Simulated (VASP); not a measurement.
# Au in VASP: notebook

The runs below take Au through single point, with LDA.

All numbers are computed with VASP 6.6.1; they aren't measurements. Logs are shortened: lines on timing, memory, paths and dates and some standing lists are left out, and cuts for length are marked.

## Step 1: The cell of the first run

It takes space group Fm-3m (No. 225, cubic). Conventional cell: a = 3.968 Å, b = 3.968 Å, c = 3.968 Å, α = 90.00°, β = 90.00°, γ = 90.00°. Au (site symmetry m-3m) has 12 Au at 2.81 Å within 3.7 Å.

## Step 2: Single point, LDA (strain -0.030 along x and y, -0.030 along z)

File INCAR:

```
PREC = Accurate
ENCUT = 520
EDIFF = 1E-6
ISMEAR = 0
SIGMA = 0.15
LREAL = False
LASPH = True
NELM = 80
ALGO = Normal
ISIF = 2
LWAVE = False
LCHARG = False
NBANDS = 12
```

File KPOINTS:

```
Automatic mesh
0
Gamma
  20 20 20
```

File POSCAR:

```
Au
1.0
    0.0000000000      1.9841350000      1.9841350000
    1.9841350000      0.0000000000      1.9841350000
    1.9841350000      1.9841350000      0.0000000000
Au
1
Direct
    0.0000000000      0.0000000000      0.0000000000
```

Potentials or basis: VASP PAW LDA potentials, release 64 (Au).

Command:

```console
cat potpaw_LDA.64/Au/POTCAR > POTCAR
mpirun -np 1 vasp_std > vasp.out
```

OUTCAR:

```text
PREC = Accurate
   ENCUT = 520
   EDIFF = 1E-6
   ISMEAR = 0
   LREAL = False
   LASPH = True
   NELM = 80
   ISIF = 2

 ion  position               nearest neighbor table
   1  0.000  0.000  0.000-

  LATTYP: Found a face centered cubic cell.
 ALAT       =     3.9682700000

  Lattice vectors:

 A1 = (   0.0000000000,   1.9841350000,   1.9841350000)
 A2 = (   1.9841350000,   0.0000000000,   1.9841350000)
 A3 = (   1.9841350000,   1.9841350000,   0.0000000000)

Analysis of symmetry for initial positions (statically):
=====================================================================
 Subroutine PRICEL returns:
 Original cell was already a primitive cell.

 Routine SETGRP: Setting up the symmetry group for a
 face centered cubic supercell.

 Subroutine GETGRP returns: Found 48 space group operations
 (whereof 48 operations were pure point group operations)
 out of a pool of 48 trial point group operations.

The static configuration has the point symmetry O_h .

Analysis of symmetry for dynamics (positions and initial velocities):
=====================================================================
 Subroutine PRICEL returns:
 Original cell was already a primitive cell.

 Routine SETGRP: Setting up the symmetry group for a
 face centered cubic supercell.

 Subroutine GETGRP returns: Found 48 space group operations
 (whereof 48 operations were pure point group operations)
 out of a pool of 48 trial point group operations.

The dynamic configuration has the point symmetry O_h .

 Subroutine INISYM returns: Found 48 space group operations
 (whereof 48 operations are pure point group operations),
 and found     1 'primitive' translations

----------------------------------------------------------------------------------------

                                     Primitive cell

  volume of cell :      15.6223

  direct lattice vectors                    reciprocal lattice vectors
     0.000000000  1.984135000  1.984135000    -0.251998982  0.251998982  0.251998982
     1.984135000  0.000000000  1.984135000     0.251998982 -0.251998982  0.251998982
     1.984135000  1.984135000  0.000000000     0.251998982  0.251998982 -0.251998982

  length of vectors
     2.805990627  2.805990627  2.805990627     0.436475040  0.436475040  0.436475040

  position of ions in fractional coordinates (direct lattice)
     0.000000000  0.000000000  0.000000000

  ion indices of the primitive-cell ions
   primitive index   ion index
                 1           1

[... 81 lines left out ...]
   PSTRESS=    0.0 pullay stress
   NELECT =      11.0000    total number of electrons
   NUPDOWN=      -1.0000    fix difference up-down
   EMIN   =  10.00;   EMAX   =-10.00  energy-range for DOS
   EFERMI =   0.00;   METHOD = LEGACY
   ISMEAR =     0;   SIGMA  =   0.15  broadening in eV -4-tet -1-fermi 0-gaus
   EFERMI_NEDOS =   21; number of points for ismear=-14 and -15
   IALGO  =     38    algorithm
   IMIX   =      4    mixing-type and parameters
     AMIX     =   0.40;   BMIX     =  1.00
     AMIX_MAG =   1.60;   BMIX_MAG =  1.00
  volume/ion in A,a.u.               =      15.62       105.42
  Fermi-wavevector in a.u.,A,eV,Ry     =   1.456435  2.752264 28.860727  2.121204
  Thomas-Fermi vector in A             =   2.573354
   LORBIT       =      0    0 simple, 1 ext, 2 COOP (PROOUT), +10 PAW based schemes
   GGA     = CA    functional components
   LHFCALC =     F    Hartree Fock is set to
   AEXX    =    0.0000 exact exchange contribution
   IVDW    =     0    specifies the selected vdW correction
   LEPSILON=     F    determine dielectric tensor
   LRPA    =     F    only Hartree local field effects (RPA)
 non-spin polarized calculation
 Gauss-broadening in eV      SIGMA  =   0.15
  energy-cutoff  :      520.00
  volume of cell :       15.62
 maximum number of plane-waves:       444
 NGX is ok and might be reduce to    24
   NGX = 11   NGY = 11   NGZ = 11

 number of electron      11.0000002 magnetization

 Free energy of the ion-electron system (eV)
  ---------------------------------------------------
  ext. energy  EPLUGINS =         0.00000000
  ---------------------------------------------------
  free energy    TOTEN  =        -4.40444162 eV

  energy without entropy =       -4.40114917  energy(sigma->0) =       -4.40279540

 E-fermi :  10.8356     XC(G=0): -13.4917

 val. band max:       10.7956420801   @ k =   0.5000   0.3000   0.1500
 cond. band min:      10.8764827659   @ k =   0.5000   0.2500   0.1000
 fundamental gap:      0.0808406858
 Fermi energy:        10.8356111330

 k-point     1 :       0.0000    0.0000    0.0000
  band No.  band energies     occupation
      1      -0.0418      2.00000
      2       5.6181      2.00000
      3       5.6181      2.00000
      4       5.6181      2.00000
      5       7.4088      2.00000
      6       7.4088      2.00000
      7      25.1510      0.00000
      8      29.6129      0.00000
      9      29.6129      0.00000
     10      29.6129      0.00000
     11      34.9334      0.00000
     12      40.5747      0.00000
[... 331 lines left out ...]
 k-point    24 :      -0.3500    0.0500    0.0000
  band No.  band energies     occupation
      1       2.6642      2.00000
      2       5.6933      2.00000
      3       5.7650      2.00000
      4       6.7802      2.00000
      5       8.1495      2.00000
      6       8.7540      2.00000
      7      17.9522      0.00000
      8      25.3798      0.00000
      9      28.7792      0.00000
     10      30.3895      0.00000
     11      34.8811      0.00000
     12      36.0698      0.00000

 [... further k-points ...]

------------------------ aborting loop because EDIFF is reached ----------------------------------------

  FORCE on cell =-STRESS in cart. coord.  units (eV):
  Direction    XX          YY          ZZ          XY          YZ          ZX
  --------------------------------------------------------------------------------------
  -------------------------------------------------------------------------------------
  Total        1.3946200      1.3946200      1.3946200      0.0000000      0.0000000     -0.0000000
  in kB      143.0285732    143.0285732    143.0285732      0.0000000      0.0000000     -0.0000000
  external PRESSURE =     143.0285732 kB  Pullay stress =       0.0000000 kB

 VOLUME and BASIS-vectors are now :
 -----------------------------------------------------------------------------
  energy-cutoff  :      520.00
  volume of cell :       15.62
      direct lattice vectors                 reciprocal lattice vectors
     0.000000000  1.984135000  1.984135000    -0.251998982  0.251998982  0.251998982
     1.984135000  0.000000000  1.984135000     0.251998982 -0.251998982  0.251998982
     1.984135000  1.984135000  0.000000000     0.251998982  0.251998982 -0.251998982

 POSITION                                       TOTAL-FORCE (eV/Angst)
 -----------------------------------------------------------------------------------
      0.00000      0.00000      0.00000        -0.000000      0.000000      0.000000
 -----------------------------------------------------------------------------------
    total drift:                               -0.000000      0.000000      0.000000

  FREE ENERGIE OF THE ION-ELECTRON SYSTEM (eV)
  ---------------------------------------------------
  free  energy   TOTEN  =        -4.4044416193 eV

  energy  without entropy=       -4.4011491731  energy(sigma->0) =       -4.40279540
```

Wall time 46 s (1 thread of Intel Xeon 8259CL, shared host); peak memory 0.17 GiB.

Results:

```yaml
Free_energy: -4.4044 eV
Pressure: 14.3 GPa
Band_gap_on_the_k_mesh: zero (an odd number of electrons rules out a gap without spin polarisation)
```

Caveat: the cell differs from its parent crystal (strain -0.030 along x and y, -0.030 along z); the cell stands under pressure; spin-orbit coupling is left out, which moves the levels of the heavy elements.

## Step 3: Single point, LDA (strain -0.030 along x and y, +0.000 along z)

File INCAR:

```
  PREC = Accurate
  ENCUT = 520
  EDIFF = 1E-7
  ISMEAR = 0
  SIGMA = 0.15
  LREAL = False
  LASPH = True
  NELM = 100
  ALGO = Normal
  ISIF = 2
  LWAVE = False
  LCHARG = False
  GGA = CA
  NBANDS = 12
```

File KPOINTS:

```
regular mesh
0
Gamma
  20 20 20
```

File POSCAR:

```
Au
1.0
    0.0000000000      1.9841350000      2.0455000000
    1.9841350000      0.0000000000      2.0455000000
    1.9841350000      1.9841350000      0.0000000000
Au
1
Direct
    0.0000000000      0.0000000000      0.0000000000
```

Potentials or basis: VASP PAW LDA potentials, release 64 (Au).

Command:

```console
cat potpaw_LDA.64/Au/POTCAR > POTCAR
mpirun -np 1 vasp_std > vasp.out
```

OUTCAR:

```text
PREC = Accurate
   ENCUT = 520
   EDIFF = 1E-7
   ISMEAR = 0
   LREAL = False
   LASPH = True
   NELM = 100
   ISIF = 2
   GGA = CA

 ion  position               nearest neighbor table
   1  0.000  0.000  0.000-

  LATTYP: Found a body centered tetragonal cell.
 ALAT       =     2.8059906266
 C/A-ratio  =     1.4579521262

  Lattice vectors:

 A1 = (  -1.9841350000,   0.0000000000,   2.0455000000)
 A2 = (   1.9841350000,   0.0000000000,   2.0455000000)
 A3 = (   0.0000000000,   1.9841350000,  -2.0455000000)

Analysis of symmetry for initial positions (statically):
=====================================================================
 Subroutine PRICEL returns:
 Original cell was already a primitive cell.

 Routine SETGRP: Setting up the symmetry group for a
 body centered tetragonal supercell.

 Subroutine GETGRP returns: Found 16 space group operations
 (whereof 16 operations were pure point group operations)
 out of a pool of 16 trial point group operations.

The static configuration has the point symmetry D_4h.

[... 166 lines left out ...]
 k-point     1 :       0.0000    0.0000    0.0000
  band No.  band energies     occupation
      1      -0.2556      2.00000
      2       5.0422      2.00000
      3       5.3480      2.00000
      4       5.3480      2.00000
      5       6.7669      2.00000
      6       7.1052      2.00000
      7      24.6762      0.00000
      8      28.5548      0.00000
      9      29.1427      0.00000
     10      29.1427      0.00000
     11      34.1771      0.00000
     12      39.1831      0.00000
[... 331 lines left out ...]
 k-point    24 :      -0.3500    0.0500    0.0000
  band No.  band energies     occupation
      1       2.4080      2.00000
      2       5.1797      2.00000
      3       5.5222      2.00000
      4       6.3925      2.00000
      5       7.6275      2.00000
      6       8.2806      2.00000
      7      17.1562      0.00000
      8      24.7408      0.00000
      9      27.7977      0.00000
     10      29.8189      0.00000
     11      33.8782      0.00000
     12      35.4736      0.00000

 [... further k-points ...]

------------------------ aborting loop because EDIFF is reached ----------------------------------------

  FORCE on cell =-STRESS in cart. coord.  units (eV):
  Direction    XX          YY          ZZ          XY          YZ          ZX
  --------------------------------------------------------------------------------------
  -------------------------------------------------------------------------------------
  Total        0.7142715      0.7142715      0.5948432      0.0000000      0.0000000     -0.0000000
  in kB       71.0562046     71.0562046     59.1753982      0.0000000      0.0000000     -0.0000000
  external PRESSURE =      67.0959358 kB  Pullay stress =       0.0000000 kB

 VOLUME and BASIS-vectors are now :
 -----------------------------------------------------------------------------
  energy-cutoff  :      520.00
  volume of cell :       16.11
      direct lattice vectors                 reciprocal lattice vectors
     0.000000000  1.984135000  2.045500000    -0.251998982  0.251998982  0.244439012
     1.984135000  0.000000000  2.045500000     0.251998982 -0.251998982  0.244439012
     1.984135000  1.984135000  0.000000000     0.251998982  0.251998982 -0.244439012

 POSITION                                       TOTAL-FORCE (eV/Angst)
 -----------------------------------------------------------------------------------
      0.00000      0.00000      0.00000         0.000000      0.000000      0.000000
 -----------------------------------------------------------------------------------
    total drift:                               -0.000000      0.000000     -0.000000

  FREE ENERGIE OF THE ION-ELECTRON SYSTEM (eV)
  ---------------------------------------------------
  free  energy   TOTEN  =        -4.4350026294 eV

  energy  without entropy=       -4.4317071030  energy(sigma->0) =       -4.43335487
```

stdout:

```text
POSCAR found type information on POSCAR Au
 POSCAR found :  1 types and       1 ions
 scaLAPACK will be used
 LDA part: xc-table for (Slater(with rela. corr.)+CA(PZ))
 , standard interpolation
 POSCAR, INCAR and KPOINTS ok, starting setup
 FFT: planning ... GRIDC
 FFT: planning ... GRID_SOFT
 FFT: planning ... GRID
 WAVECAR not read
 entering main loop
```

Run time: 1.8 min. Hardware: 1 thread of Intel Xeon 8259CL, shared host; peak memory 0.23 GiB.

What came out:

* Free energy: -4.4350 eV
* Pressure: 6.7 GPa
* Band gap on the k mesh: zero (an odd number of electrons rules out a gap without spin polarisation)

Levels at points of the mesh, in eV from the Fermi level:
| k point | band 2 | band 3 | band 4 | band 5 | band 6 | band 7 | band 8 | band 9 | band 10 | band 11 |
| --- | --- | --- | --- | --- | --- | --- | --- | --- | --- | --- |
| (0.00, 0.00, 0.00) | -5.23 | -4.93 | -4.93 | -3.51 | -3.17 | 14.40 | 18.28 | 18.87 | 18.87 | 23.90 |
| (0.50, 0.00, 0.00) | -5.22 | -4.93 | -2.07 | -1.94 | -1.27 | 3.37 | 13.81 | 17.15 | 17.77 | 25.39 |
| (0.50, 0.50, 0.00) | -7.32 | -2.03 | -1.66 | -1.66 | 0.44 | 5.73 | 10.44 | 10.44 | 18.20 | 20.98 |
| (0.50, 0.00, 0.50) | -7.29 | -2.06 | -1.77 | -1.52 | 0.98 | 6.47 | 9.85 | 9.95 | 17.74 | 20.50 |

Caveat: the cell differs from its parent crystal (strain -0.030 along x and y, +0.000 along z); the cell stands under pressure; spin-orbit coupling is left out, which moves the levels of the heavy elements.

## Step 4: Single point, LDA (strain -0.030 along x and y, +0.030 along z)

File INCAR:

```
ALGO     = Fast           # electronic algorithm
EDIFF    = 1E-7           # SCF threshold, eV
ENCUT    = 520            # plane-wave cutoff, eV
ISIF     = 2              # what is computed and relaxed
ISMEAR   = 0              # smearing method
LASPH    = T              # aspherical terms in the spheres
LCHARG   = F              # write CHGCAR
LREAL    = F              # projectors in reciprocal space
LWAVE    = F              # write WAVECAR
NBANDS   = 12             # bands
NELM     = 80             # most SCF steps
PREC     = Accurate       # precision mode
SIGMA    = 0.15           # smearing width, eV
```

File KPOINTS:

```
k-points
0
Gamma
  20 20 20
```

File POSCAR:

```
Au
1.0
    0.0000000000      1.9841350000      2.1068650000
    1.9841350000      0.0000000000      2.1068650000
    1.9841350000      1.9841350000      0.0000000000
Au
1
Direct
    0.0000000000      0.0000000000      0.0000000000
```

Command:

```console
cat potpaw_LDA.64/Au/POTCAR > POTCAR
mpirun -np 1 vasp_std > vasp.out
```

Wall time 2.3 min (1 thread of Intel Xeon 8259CL, shared host); peak memory 0.24 GiB.

It converged, with:

```yaml
Free_energy: -4.4424 eV
Pressure: 0.6 GPa
Band_gap_on_the_k_mesh: zero (an odd number of electrons rules out a gap without spin polarisation)
```

Stress tensor (GPa, compression positive):
```
 1.38  0.00  0.00
 0.00  1.38  0.00
 0.00  0.00 -1.01
```

Levels at points of the mesh, in eV from the Fermi level:
```
           k point  band 4  band 5  band 6  band 7  band 8  band 9
(0.00, 0.00, 0.00)   -4.68   -3.61   -2.97   14.48   17.83   18.89
(0.50, 0.00, 0.00)   -2.13   -1.89   -1.15    3.20   13.70   16.77
(0.50, 0.50, 0.00)   -1.70   -1.70    0.20    5.01   10.70   10.70
(0.50, 0.00, 0.50)   -1.90   -1.42    1.22    6.44    9.58    9.72
```

Caveat: the cell differs from its parent crystal (strain -0.030 along x and y, +0.030 along z); spin-orbit coupling is left out, which moves the levels of the heavy elements.

(Continued in part 2 of 2.)

The gap in the log of VASP goes by the Fermi energy; the results here count the filled bands.